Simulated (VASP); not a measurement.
Here is a VASP 6.6.1 calculation.

File INCAR:

```
PREC     = Accurate       # precision mode
ENCUT    = 520            # plane-wave cutoff, eV
EDIFF    = 1E-7           # SCF threshold, eV
ISMEAR   = -1             # smearing method
SIGMA    = 0.02           # smearing width, eV
LREAL    = False          # projectors in reciprocal space
LASPH    = True           # aspherical terms in the spheres
NELM     = 100            # most SCF steps
ALGO     = Normal         # electronic algorithm
ISIF     = 2              # what is computed and relaxed
LWAVE    = False          # write WAVECAR
LCHARG   = False          # write CHGCAR
GGA      = PE             # functional
NBANDS   = 17             # bands
```

File KPOINTS:

```
regular mesh
0
Gamma
  8 8 8
```

Contents of POSCAR:

```
SnO
1.0
    0.0000000000      2.7082147584      2.7082147584
    2.7082147584      0.0000000000      2.7082147584
    2.7082147584      2.7082147584      0.0000000000
Sn O
1 1
Direct
    0.0000000000      0.0000000000      0.0000000000
    0.2500000000      0.2500000000      0.2500000000
```

Potentials or basis: VASP PAW PBE potentials, release 64 (Sn_d, O).

Command:

```console
$ cat potpaw_PBE.64/Sn_d/POTCAR potpaw_PBE.64/O/POTCAR > POTCAR
$ mpirun -np 1 vasp_std > vasp.out
```

(1) Predict the band gap on the k mesh.

(2) What does it give for the pressure?

Answers

(1) zero (band 10 reaches 6.18 eV, above the bottom of band 11 at 5.99 eV).

(2) 2.4 GPa.

Caveat: spin-orbit coupling is left out, which moves the levels of the heavy elements.
